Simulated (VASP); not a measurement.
Crystal: Si7C.

```
CELL_PARAMETERS angstrom
0.00000 -2.59900 -2.59900
2.59900 5.19800 -2.59900
5.19800 -2.59900 2.59900
ATOMIC_POSITIONS crystal
C 0.75000 0.50000 0.25000
Si 0.50000 0.00000 0.50000
Si 0.25000 0.50000 0.75000
Si 0.00000 0.00000 0.00000
Si 0.81250 0.62500 0.93750
Si 0.56250 0.12500 0.18750
Si 0.31250 0.62500 0.43750
Si 0.06250 0.12500 0.68750
```

* Program: VASP 6.6.1
* Task: relaxation of cell and atoms
* Functional: PBEsol
* Potentials or basis: VASP PAW PBE potentials, release 64 (C, Si)
* Cutoff: 600 eV
* k mesh: 6 × 6 × 4
* Occupations: gaussian, width 0.1 eV
* Spin: no spin polarisation

At the start: pressure 3.0 GPa; volume 17.56 Å³/atom.

Q: Where does the relaxation end?

A: Over 14 steps the energy falls by 229.4 meV/atom and the volume is 17.21 Å³/atom (-2.0 %); space group Cm (No. 8, to 0.1 Å) before and after.

Step by step:
```csv
step,energy change (eV),largest force (eV/Å),pressure (GPa),volume (Å³)
1,0.0000,3.9996,3.03,140.45
2,-1.2323,1.5928,-5.15,147.31
3,-1.3044,1.0398,-6.78,149.32
4,-1.6830,1.0959,2.49,135.19
5,-1.7320,1.0704,-0.24,138.46
6,-1.8133,0.2824,0.27,137.39
7,-1.8156,0.3327,0.40,137.17
8,-1.8248,0.2100,-0.30,137.94
9,-1.8249,0.2216,-0.38,138.03
10,-1.8315,0.1762,-0.09,137.61
11,-1.8324,0.1554,0.06,137.39
12,-1.8349,0.0679,0.13,137.35
13,-1.8349,0.0729,0.13,137.35
14,-1.8354,0.0300,-0.11,137.67
```

Final structure:
```cif
data_structure
_symmetry_space_group_name_H-M 'P 1'
_symmetry_Int_Tables_number 1
_cell_length_a 3.6336
_cell_length_b 6.3378
_cell_length_c 6.3402
_cell_angle_alpha 99.756
_cell_angle_beta 90.000
_cell_angle_gamma 106.658
_cell_volume 137.67
loop_
_atom_site_label
_atom_site_type_symbol
_atom_site_fract_x
_atom_site_fract_y
_atom_site_fract_z
_atom_site_occupancy
C1 C 0.75088 0.50177 0.24797 1
Si1 Si 0.49562 0.99123 0.47833 1
Si2 Si 0.24913 0.49826 0.75013 1
Si3 Si 0.00258 0.00517 0.01748 1
Si4 Si 0.80688 0.61377 0.97874 1
Si5 Si 0.59116 0.18231 0.19504 1
Si6 Si 0.30017 0.60034 0.39470 1
Si7 Si 0.05357 0.10714 0.68761 1
```

Caveat: the PAW data sets were made with another functional, which shifts forces and pressure a little; the relaxation stopped at a loose force limit of 0.05 eV/Å, so its end isn't a converged minimum.
